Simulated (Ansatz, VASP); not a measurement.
## MnO2 in VASP and in Ansatz

```xyz
6
Lattice="2.9042 0.0000 0.0000 0.0000 3.8448 0.0000 0.0000 0.0000 6.1643" Properties=species:S:1:pos:R:3 pbc="T T T"
Mn    1.4521    1.9224    2.1162
Mn    0.0000    0.0000    4.0481
O     1.4521    0.0000    5.1630
O     0.0000    1.9224    1.0013
O     1.4521    0.0000    2.6001
O     0.0000    1.9224    3.5642
```

Alike in both runs: task single point; functional PBEsol; k mesh 8 × 6 × 4; occupations fermi-dirac, width 0.05 eV; collinear spin; fixed moment 0 μB.

```csv
,VASP,Ansatz
version,VASP 6.6.1,Ansatz 0.2.0
potentials or method,"VASP PAW PBE potentials, release 64 (Mn_sv, O)",Ansatz PAW
plane-wave cutoff (eV),700,420
valence electrons in the cell,54,54
```

```tsv
	VASP	Ansatz	Ansatz less VASP
pressure (GPa)	-23.1	-22.7	+0.44
traceless stress, the component that is largest in VASP (GPa)	-5.62	-5.77	-0.152
rms of the force components (eV/Å)	1.331	1.333	+0.0023
```

VASP's potentials were made for PBE, not for PBEsol. Atom by atom the forces differ by 0.005 eV/Å (rms over components). With one functional, cell and mesh, what is left measures potentials, basis and numerics.
